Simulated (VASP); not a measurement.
Input of a VASP 6.6.1 run:

File INCAR:

```
SYSTEM = MgCd3Te2
  PREC = Accurate
  ENCUT = 520
  EDIFF = 1E-7
  ISMEAR = 0
  SIGMA = 0.1
  LREAL = .FALSE.
  LASPH = .TRUE.
  NELM = 80
  ALGO = Normal
  ISIF = 2
  LWAVE = .FALSE.
  LCHARG = .TRUE.
  GGA = PE
  LELF = .TRUE.
  LVHAR = .TRUE.
  NBANDS = 34
```

The input KPOINTS:

```
regular mesh
0
G
  3 3 4
  0 0 0
```

File POSCAR:

```
MgCd3Te2
1.0
    7.2105069747      0.0000000000      0.0000000000
   -3.6052534873      6.2444822142      0.0000000000
    0.0000000000      0.0000000000      4.4261559274
Mg Cd Te
1 3 2
Direct
    0.0000000000      0.0000000000      0.0000000000
    0.5000000000      0.0000000000      0.5000000000
    0.5000000000      0.5000000000      0.5000000000
    0.0000000000      0.5000000000      0.5000000000
    0.3333333333      0.6666666667      0.0000000000
    0.6666666667      0.3333333333      0.0000000000
```

Potentials or basis: VASP PAW PBE potentials, release 64 (Mg, Cd, Te).

Run with:

```console
$ cat potpaw_PBE.64/Mg/POTCAR potpaw_PBE.64/Cd/POTCAR potpaw_PBE.64/Te/POTCAR > POTCAR
$ mpirun -np 1 vasp_std > vasp.out
```

Q: Estimate the band gap on the k mesh.

A: Zero (bands 25 and 26 overlap by 0.95 eV).

Q: Predict the pressure.

A: 0.2 GPa.

Caveat: spin-orbit coupling is left out, which moves the levels of the heavy elements.
